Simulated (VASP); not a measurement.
Write the native input for VASP 6.6.1 that does the following.

* Task: single point
* Functional: PBE
* Potentials or basis: VASP PAW PBE potentials, release 64 (Al, Co, Ni)
* Cutoff: 520 eV
* k mesh: 10 × 10 × 10
* Occupations: gaussian, width 0.1 eV
* Spin: collinear spin, ferromagnetic start
* Starting moments: [0.0, 0.0, 0.0, 0.0, 0.35, 0.35, 0.35, 0.12] μB
* Dipole correction: no
* Further INCAR settings: ALGO = Normal; EDIFF = 1e-07; NBANDS = 38

The structure of Al4Co3Ni lies in POSCAR:

```
Al4Co3Ni
1.0
   -2.9212386635      2.9212386635      2.9224462111
    2.9212386635     -2.9212386635      2.9224462111
    2.9212386635      2.9212386635     -2.9224462111
Al Co Ni
4 3 1
Direct
    0.0000000000      0.5000000000      0.0000000000
    0.5000000000      0.0000000000      0.0000000000
    0.5000000000      0.5000000000      0.5000000000
    0.0000000000      0.0000000000      0.5000000000
    0.5000000000      0.0000000000      0.5000000000
    0.0000000000      0.5000000000      0.5000000000
    0.5000000000      0.5000000000      0.0000000000
    0.0000000000      0.0000000000      0.0000000000
```

These files were run (other wordings do the same):

INCAR

```
ALGO = Normal
EDIFF = 1E-7
ENCUT = 520
GGA = PE
ISIF = 2
ISMEAR = 0
ISPIN = 2
KPAR = 4
LASPH = True
LCHARG = False
LMAXMIX = 4
LORBIT = 11
LREAL = False
LWAVE = False
MAGMOM = 0 0 0 0 0.35 0.35 0.35 0.12
NBANDS = 38
NELM = 150
PREC = Accurate
SIGMA = 0.1
```

KPOINTS

```
k-points
0
Gamma
  10 10 10
```

Potentials or basis: VASP PAW PBE potentials, release 64 (Al, Co, Ni).

Command:

```sh
$ cat potpaw_PBE.64/Al/POTCAR potpaw_PBE.64/Co/POTCAR potpaw_PBE.64/Ni/POTCAR > POTCAR
$ mpirun -np 4 vasp_std > vasp.out
```

Results of the run:

```
Pressure                                              : -8.7 GPa
Net moment                                            : 1.15 μB per cell
Site moments                                          : Al -0.01; Co +0.39; Ni +0.12 μB
Valence electrons inside the program's atomic spheres : Al 0.78; Co 8.32; Ni 9.38
```

Caveat: the cell stands under tension.

Run time: 9.8 min on 4 MPI ranks on Oxide Virtual Turin-like Processor, with other jobs on the host, peak memory 0.69 GiB a rank.
